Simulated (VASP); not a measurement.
**Ti2C: single point with r2SCAN**

Ti2C:

```
Ti C
1.0
     0.00000    4.31017    4.31017
     4.31017    0.00000    4.31017
     4.31017    4.31017    0.00000
Ti C
8 4
Direct
  0.85605 0.38132 0.38132
  0.38132 0.38132 0.38132
  0.38132 0.38132 0.85605
  0.86868 0.39395 0.86868
  0.86868 0.86868 0.86868
  0.39395 0.86868 0.86868
  0.86868 0.86868 0.39395
  0.38132 0.85605 0.38132
  0.62500 0.62500 0.62500
  0.12500 0.62500 0.62500
  0.62500 0.62500 0.12500
  0.62500 0.12500 0.62500
```

* Program: VASP 6.6.1
* Task: single point
* Functional: r2SCAN
* Potentials or basis: VASP PAW PBE potentials, release 64 (Ti_sv, C)
* Cutoff: 520 eV
* k mesh: 8 × 8 × 8
* Occupations: gaussian, width 0.1 eV
* Spin: no spin polarisation

```
Pressure               : 0.7 GPa
Largest force          : 0.092 eV/Å
Band gap on the k mesh : zero (bands 56 and 57 overlap by 0.24 eV)
```

Forces in eV/Å, atoms in the order of the input:
```
Ti  -0.053  0.053  0.053
Ti  -0.053 -0.053 -0.053
Ti   0.053  0.053 -0.053
Ti  -0.053  0.053 -0.053
Ti   0.053  0.053  0.053
Ti   0.053 -0.053 -0.053
Ti  -0.053 -0.053  0.053
Ti   0.053 -0.053  0.053
C    0.000  0.000  0.000
C    0.000  0.000  0.000
C    0.000  0.000  0.000
C    0.000  0.000  0.000
```

Levels at points of the mesh, in eV from the Fermi level:
```
           k point  band 54  band 55  band 56  band 57  band 58  band 59
(0.00, 0.00, 0.00)    -0.85    -0.85     0.16     0.85     0.85     0.85
(0.50, 0.00, 0.00)    -0.70    -0.70    -0.23     0.40     0.82     0.82
(0.50, 0.50, 0.00)    -0.57    -0.48    -0.48     0.39     0.39     0.52
```

Wall time 32 min on 1 thread of Intel(R) Xeon(R) Platinum 8259CL CPU @ 2.50GHz (Skylake/Cascade Lake), on a shared host, peak memory 0.49 GiB.

Caveat: the PAW data sets were made with another functional, which shifts forces and pressure a little.
